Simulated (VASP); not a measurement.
# CaSe (Immm) in VASP: notebook

CaSe is run at these levels: PBE, r2SCAN; tasks: single point.

Everything below comes from runs of VASP 6.6.1. Logs are shortened: lines on timing, memory, paths and dates and some standing lists are left out, and cuts for length are marked.

## 1. The cell of the first run

Symmetry: Immm, No. 71, orthorhombic system. The conventional cell has a = 4.176 Å, b = 4.218 Å, c = 5.935 Å, α = 90.00°, β = 90.00°, γ = 90.00°. Ca (site symmetry mmm) has 6 Se at 2.97 Å within 3.9 Å. Se (site symmetry mmm) has 6 Ca at 2.97 Å within 3.9 Å.

## 2. Single point, PBE (shear xy strain -1.0%)

INCAR

```
ALGO     = Normal         # electronic algorithm
EDIFF    = 1E-6           # SCF threshold, eV
ENCUT    = 520            # plane-wave cutoff, eV
GGA      = PE             # functional
ISIF     = 2              # what is computed and relaxed
ISMEAR   = -1             # smearing method
LASPH    = True           # aspherical terms in the spheres
LCHARG   = True           # write CHGCAR
LELF     = True           # ELF
LREAL    = False          # projectors in reciprocal space
LVHAR    = True         
LWAVE    = False          # write WAVECAR
NBANDS   = 15             # bands
NELM     = 100            # most SCF steps
PREC     = Accurate       # precision mode
SIGMA    = 0.02           # smearing width, eV
```

KPOINTS

```
k-points
0
Gamma
  8 8 8
```

POSCAR

```
CaSe
1.0
   -0.0148376756      2.9675351104      2.9675351104
    2.9675351104     -0.0148376756      2.9675351104
    2.9526974348      2.9526974348      0.0000000000
Ca Se
1 1
Direct
    0.0000000000      0.0000000000      0.0000000000
    0.5000000000      0.5000000000      0.5000000000
```

Potentials or basis: VASP PAW PBE potentials, release 64 (Ca_sv, Se).

Command:

```
cat potpaw_PBE.64/Ca_sv/POTCAR potpaw_PBE.64/Se/POTCAR > POTCAR
mpirun -np 1 vasp_std > vasp.out
```

OUTCAR:

```text
EDIFF = 1E-6
   ENCUT = 520
   GGA = PE
   ISIF = 2
   ISMEAR = -1
   LASPH = True
   LREAL = False
   NELM = 100
   PREC = Accurate

 ion  position               nearest neighbor table
   1  0.000  0.000  0.000-   2 2.97   2 2.97   2 2.97   2 2.97   2 2.97   2 2.97
   2  0.500  0.500  0.500-   1 2.97   1 2.97   1 2.97   1 2.97   1 2.97   1 2.97

  LATTYP: Found a body centered orthorhombic cell.
 ALAT       =     4.1757447579
 B/A-ratio  =     1.0100502513
 C/A-ratio  =     1.4213201632

  Lattice vectors:

 A1 = (   0.0148376756,  -2.9675351104,  -2.9675351104)
 A2 = (  -0.0148376756,   2.9675351104,  -2.9675351104)
 A3 = (   2.9675351104,  -0.0148376756,   2.9675351104)

Analysis of symmetry for initial positions (statically):
=====================================================================
 Subroutine PRICEL returns:
 Original cell was already a primitive cell.

 Routine SETGRP: Setting up the symmetry group for a
 body centered orthorhombic supercell.

 Subroutine GETGRP returns: Found  8 space group operations
 (whereof  8 operations were pure point group operations)
 out of a pool of  8 trial point group operations.

The static configuration has the point symmetry D_2h.

Analysis of symmetry for dynamics (positions and initial velocities):
=====================================================================
 Subroutine PRICEL returns:
 Original cell was already a primitive cell.

 Routine SETGRP: Setting up the symmetry group for a
 body centered orthorhombic supercell.

 Subroutine GETGRP returns: Found  8 space group operations
 (whereof  8 operations were pure point group operations)
 out of a pool of  8 trial point group operations.

The dynamic configuration has the point symmetry D_2h.

 Subroutine INISYM returns: Found  8 space group operations
 (whereof  8 operations are pure point group operations),
 and found     1 'primitive' translations

----------------------------------------------------------------------------------------

                                     Primitive cell

  volume of cell :      52.2645

  direct lattice vectors                    reciprocal lattice vectors
    -0.014837676  2.967535110  2.967535110    -0.167651744  0.167651744  0.168490003
     2.967535110 -0.014837676  2.967535110     0.167651744 -0.167651744  0.168490003
     2.952697435  2.952697435  0.000000000     0.169336687  0.169336687 -0.168490003

  length of vectors
     4.196754629  4.196754629  4.175744758     0.290866113  0.290866113  0.292811728

  position of ions in fractional coordinates (direct lattice)
[... 90 lines left out ...]
   NELECT =      16.0000    total number of electrons
   NUPDOWN=      -1.0000    fix difference up-down
   EMIN   =  10.00;   EMAX   =-10.00  energy-range for DOS
   EFERMI =   0.00;   METHOD = LEGACY
   ISMEAR =    -1;   SIGMA  =   0.02  broadening in eV -4-tet -1-fermi 0-gaus
   EFERMI_NEDOS =   21; number of points for ismear=-14 and -15
   IALGO  =     38    algorithm
   IMIX   =      4    mixing-type and parameters
     AMIX     =   0.40;   BMIX     =  1.00
     AMIX_MAG =   1.60;   BMIX_MAG =  1.00
  volume/ion in A,a.u.               =      26.13       176.35
  Fermi-wavevector in a.u.,A,eV,Ry     =   1.103348  2.085026 16.563422  1.217377
  Thomas-Fermi vector in A             =   2.239805
   LORBIT       =      0    0 simple, 1 ext, 2 COOP (PROOUT), +10 PAW based schemes
   GGA     = PE    functional components
   LHFCALC =     F    Hartree Fock is set to
   AEXX    =    0.0000 exact exchange contribution
   IVDW    =     0    specifies the selected vdW correction
   LEPSILON=     F    determine dielectric tensor
   LRPA    =     F    only Hartree local field effects (RPA)
 non-spin polarized calculation
  energy-cutoff  :      520.00
  volume of cell :       52.26
 maximum number of plane-waves:      1420
   NGX = 15   NGY = 15   NGZ = 15

 number of electron      15.9999997 magnetization

 Free energy of the ion-electron system (eV)
  ---------------------------------------------------
  ext. energy  EPLUGINS =         0.00000000
  ---------------------------------------------------
  free energy    TOTEN  =        -9.48358808 eV

  energy without entropy =       -9.48358808  energy(sigma->0) =       -9.48358808

 E-fermi :   2.8818     XC(G=0):  -9.1131

 val. band max:        2.4062454521   @ k =   0.0000   0.0000   0.0000
 cond. band min:       4.4247870261   @ k =   0.5000   0.5000   0.0000
 fundamental gap:      2.0185415740
 Fermi energy:         2.8818005257

 k-point     1 :       0.0000    0.0000    0.0000
  band No.  band energies     occupation
      1     -37.4022      2.00000
      2     -18.3954      2.00000
      3     -18.3943      2.00000
      4     -18.3932      2.00000
      5      -9.3864      2.00000
      6       2.3502      2.00000
      7       2.3777      2.00000
      8       2.4062      2.00000
      9       5.6620      0.00000
     10       6.0516      0.00000
     11       6.0904      0.00000
     12       6.1228      0.00000
     13       6.6466      0.00000
     14       6.6467      0.00000
[... 401 lines left out ...]
      2     -18.4360      2.00000
      3     -18.4034      2.00000
      4     -18.4018      2.00000
      5      -9.1044      2.00000
      6       0.5748      2.00000
      7       1.7394      2.00000
      8       1.8406      2.00000
      9       5.7266      0.00000
     10       6.7231      0.00000
     11       6.9780      0.00000
     12       7.3403      0.00000
     13       7.3934      0.00000
     14       9.0193      0.00000
     15      11.9459      0.00000

 [... further k-points ...]

------------------------ aborting loop because EDIFF is reached ----------------------------------------

  FORCE on cell =-STRESS in cart. coord.  units (eV):
  Direction    XX          YY          ZZ          XY          YZ          ZX
  --------------------------------------------------------------------------------------
  -------------------------------------------------------------------------------------
  Total        0.2416332      0.2416332      0.2404445      0.0876870      0.0000000      0.0000000
  in kB        7.4073075      7.4073075      7.3708695      2.6880603      0.0000000      0.0000000
  external PRESSURE =       7.3951615 kB  Pullay stress =       0.0000000 kB

 VOLUME and BASIS-vectors are now :
 -----------------------------------------------------------------------------
  energy-cutoff  :      520.00
  volume of cell :       52.26
      direct lattice vectors                 reciprocal lattice vectors
    -0.014837676  2.967535110  2.967535110    -0.167651744  0.167651744  0.168490003
     2.967535110 -0.014837676  2.967535110     0.167651744 -0.167651744  0.168490003
     2.952697435  2.952697435  0.000000000     0.169336687  0.169336687 -0.168490003

 POSITION                                       TOTAL-FORCE (eV/Angst)
 -----------------------------------------------------------------------------------
      0.00000      0.00000      0.00000         0.000000     -0.000000      0.000000
      2.95270      2.95270      2.96754        -0.000000      0.000000      0.000000
 -----------------------------------------------------------------------------------
    total drift:                                0.000000     -0.000000     -0.000000

  FREE ENERGIE OF THE ION-ELECTRON SYSTEM (eV)
  ---------------------------------------------------
  free  energy   TOTEN  =        -9.4835880800 eV

  energy  without entropy=       -9.4835880800  energy(sigma->0) =       -9.48358808
```

It took 29 s on 1 thread of Intel Xeon Platinum 8488C (Sapphire Rapids), shared host; peak memory 0.23 GiB.

Results:

- Free energy: -9.4836 eV
- Pressure: 0.7 GPa
- Band gap on the k mesh: 2.02 eV, indirect (least direct gap 2.93 eV)

Caveat: the cell differs from its parent crystal (shear xy strain -1.0%). A k mesh can miss the band edges.

## 3. Single point, r2SCAN (shear xy strain -1.0%)

POSCAR is that of step 2.

INCAR.step1

```
SYSTEM = CaSe
PREC     = Accurate       ! precision mode
ENCUT    = 520            ! plane-wave cutoff, eV
ISMEAR   = 0              ! smearing method
SIGMA    = 0.01           ! smearing width, eV
LREAL    = .FALSE.        ! projectors in reciprocal space
LASPH    = .TRUE.         ! aspherical terms in the spheres
NELM     = 60             ! most SCF steps
NBANDS   = 15             ! bands
GGA      = PE             ! functional
ALGO     = Normal         ! electronic algorithm
EDIFF    = 1E-4           ! SCF threshold, eV
LWAVE    = .TRUE.         ! write WAVECAR
LCHARG   = .FALSE.        ! write CHGCAR
```

INCAR.step2

```
SYSTEM = CaSe
PREC     = Accurate       ! precision mode
ENCUT    = 520            ! plane-wave cutoff, eV
EDIFF    = 1E-6           ! SCF threshold, eV
ISMEAR   = 0              ! smearing method
SIGMA    = 0.01           ! smearing width, eV
LREAL    = .FALSE.        ! projectors in reciprocal space
LASPH    = .TRUE.         ! aspherical terms in the spheres
NELM     = 60             ! most SCF steps
ALGO     = Normal         ! electronic algorithm
ISIF     = 2              ! what is computed and relaxed
LWAVE    = .FALSE.        ! write WAVECAR
LCHARG   = .FALSE.        ! write CHGCAR
METAGGA  = R2SCAN         ! meta-GGA
LMIXTAU  = .TRUE.       
NBANDS   = 15             ! bands
ISTART   = 1
```

KPOINTS

```
Automatic mesh
0
G
  8 8 8
  0 0 0
```

Potentials or basis: VASP PAW PBE potentials, release 64 (Ca_sv, Se).

Command:

```
cat potpaw_PBE.64/Ca_sv/POTCAR potpaw_PBE.64/Se/POTCAR > POTCAR
cp INCAR.step1 INCAR
mpirun -np 1 vasp_std > vasp.out
cp INCAR.step2 INCAR
mpirun -np 1 vasp_std > vasp.out
```

OUTCAR:

```text
SYSTEM = CaSe
   PREC = Accurate
   ENCUT = 520
   EDIFF = 1E-6
   ISMEAR = 0
   LREAL = .FALSE.
   LASPH = .TRUE.
   NELM = 60
   ISIF = 2
   METAGGA = R2SCAN
   ISTART = 1

 ion  position               nearest neighbor table
   1  0.000  0.000  0.000-   2 2.97   2 2.97   2 2.97   2 2.97   2 2.97   2 2.97
   2  0.500  0.500  0.500-   1 2.97   1 2.97   1 2.97   1 2.97   1 2.97   1 2.97

  LATTYP: Found a body centered orthorhombic cell.
 ALAT       =     4.1757447579
 B/A-ratio  =     1.0100502513
 C/A-ratio  =     1.4213201632

  Lattice vectors:

 A1 = (   0.0148376756,  -2.9675351104,  -2.9675351104)
[... 611 lines left out ...]
     12       7.6691      0.00000
     13       7.7056      0.00000
     14       9.4238      0.00000
     15      12.4217      0.00000

 [... further k-points ...]
[... 5 lines left out ...]
  --------------------------------------------------------------------------------------
  -------------------------------------------------------------------------------------
  Total        0.0813318      0.0813318      0.0800149      0.0962477      0.0000000      0.0000000
  in kB        2.4932394      2.4932394      2.4528696      2.9504909      0.0000000      0.0000000
  external PRESSURE =       2.4797828 kB  Pullay stress =       0.0000000 kB

 VOLUME and BASIS-vectors are now :
 -----------------------------------------------------------------------------
  energy-cutoff  :      520.00
  volume of cell :       52.26
      direct lattice vectors                 reciprocal lattice vectors
    -0.014837676  2.967535110  2.967535110    -0.167651744  0.167651744  0.168490003
     2.967535110 -0.014837676  2.967535110     0.167651744 -0.167651744  0.168490003
     2.952697435  2.952697435  0.000000000     0.169336687  0.169336687 -0.168490003

 POSITION                                       TOTAL-FORCE (eV/Angst)
 -----------------------------------------------------------------------------------
      0.00000      0.00000      0.00000        -0.000000     -0.000000      0.000000
      2.95270      2.95270      2.96754         0.000000      0.000000      0.000000
 -----------------------------------------------------------------------------------
    total drift:                                0.000000     -0.000000     -0.000000

  FREE ENERGIE OF THE ION-ELECTRON SYSTEM (eV)
  ---------------------------------------------------
  free  energy   TOTEN  =       -25.9786210713 eV

  energy  without entropy=      -25.9786210713  energy(sigma->0) =      -25.97862107
```

OUTCAR.step1:

```text
SYSTEM = CaSe
   PREC = Accurate
   ENCUT = 520
   ISMEAR = 0
   LREAL = .FALSE.
   LASPH = .TRUE.
[... 655 lines left out ...]
      0.00000      0.00000      0.00000        -0.000000     -0.000000      0.000000
      2.95270      2.95270      2.96754         0.000000      0.000000      0.000000
 -----------------------------------------------------------------------------------
    total drift:                                0.000000     -0.000000     -0.000000

  FREE ENERGIE OF THE ION-ELECTRON SYSTEM (eV)
  ---------------------------------------------------
  free  energy   TOTEN  =        -9.4834527186 eV

  energy  without entropy=       -9.4834527186  energy(sigma->0) =       -9.48345272
```

OSZICAR.step1:

```text
N       E                     dE             d eps       ncg     rms          rms(c)
DAV:   1     0.109478056051E+03    0.10948E+03   -0.74834E+03  2850   0.986E+02
DAV:   2    -0.487406332959E+01   -0.11435E+03   -0.10868E+03  3501   0.246E+02
DAV:   3    -0.940278018196E+01   -0.45287E+01   -0.44890E+01  3919   0.466E+01
DAV:   4    -0.962464743648E+01   -0.22187E+00   -0.22178E+00  3907   0.863E+00
DAV:   5    -0.962624093515E+01   -0.15935E-02   -0.15935E-02  3822   0.784E-01    0.425E+00
DAV:   6    -0.948670185324E+01    0.13954E+00   -0.18637E-01  3361   0.228E+00    0.253E+00
DAV:   7    -0.947940622714E+01    0.72956E-02   -0.98145E-02  3670   0.198E+00    0.815E-01
DAV:   8    -0.948336034502E+01   -0.39541E-02   -0.11935E-02  2955   0.829E-01    0.118E-01
DAV:   9    -0.948345271857E+01   -0.92374E-04   -0.64493E-04  3859   0.255E-01
   1 F= -.94834527E+01 E0= -.94834527E+01  d E =-.225777E-77
```

Run time: 100 s. Hardware: 1 thread of Intel Xeon Platinum 8488C (Sapphire Rapids), shared host; peak memory 0.24 GiB.

What came out:

```yaml
Free_energy: -25.9786 eV
Pressure: 0.2 GPa
Band_gap_on_the_k_mesh: 2.49 eV, indirect (least direct gap 3.41 eV)
```

Caveat: the cell differs from its parent crystal (shear xy strain -1.0%); the PAW data sets were made with another functional, which shifts forces and pressure a little. A k mesh can miss the band edges.
